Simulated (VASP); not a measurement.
Crystal: CdS.

```xyz
4
Lattice="4.1500 0.0000 0.0000 -2.0750 3.5940 0.0000 0.0000 0.0000 6.7370" Properties=species:S:1:pos:R:3 pbc="T T T"
Cd    0.0000    2.3960    0.0000
Cd    2.0750    1.1980    3.3685
S     0.0000    2.3960    2.5264
S     2.0750    1.1980    5.8949
```

Base run:

| Item | Value |
| --- | --- |
| Program | VASP 6.6.1 |
| Functional | r2SCAN |
| Potentials or basis | VASP PAW PBE potentials, release 64 (Cd, S) |
| Cutoff | 550 eV |
| k mesh | 6 × 6 × 4 |
| Occupations | gaussian, width 0.01 eV |
| Spin | no spin polarisation |

Its results: band gap on the k mesh 1.65 eV; pressure 1.0 GPa; largest force 0.071 eV/Å.

Q: The run is repeated on the same cell with these changes: functional from r2SCAN to PBE; cutoff from 550 eV to 500 eV. What comes out?

A: Band gap on the k mesh 1.20 eV; pressure 2.4 GPa; largest force 0.069 eV/Å.

Caveats: the PAW data sets were made with another functional, which shifts forces and pressure a little (at least some runs).

